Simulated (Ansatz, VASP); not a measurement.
**One calculation of SnSe2, two programs**

```xyz
3
Lattice="3.7920 0.0000 0.0000 -1.8960 3.2840 0.0000 0.0000 0.0000 5.6854" Properties=species:S:1:pos:R:3 pbc="T T T"
Sn    0.0000    0.0000    0.0000
Se    0.0000    2.1893    1.5074
Se    1.8960    1.0947    4.1780
```

Alike in both runs: task single point; functional PBE; dispersion D3(BJ); k mesh 12 × 12 × 6; occupations gaussian, width 0.03 eV; no spin polarisation.

```csv
,VASP,Ansatz
version,VASP 6.6.1,Ansatz 0.2.0
potentials or method,"VASP PAW PBE potentials, release 64 (Sn_d, Se), cutoff 500 eV","scalar-relativistic, plane waves, PAW"
valence electrons in the cell,26,46
```

```tsv
	VASP	Ansatz	Ansatz less VASP
gap on the k mesh at the Fermi level (eV)	0.25	0.26	+0.008
least direct gap on the mesh (eV)	0.67	0.68	+0.013
pressure (GPa)	6.7	6.5	-0.10
traceless stress, the component that is largest in VASP (GPa)	1.71	1.71	0.000
rms of the force components (eV/Å)	0.446	0.437	-0.0087
```

Atom by atom the forces differ by 0.009 eV/Å (rms over components). VASP's potentials hold 26 valence electrons a cell and Ansatz's 46, so a difference there can come from the potentials and not from the codes.
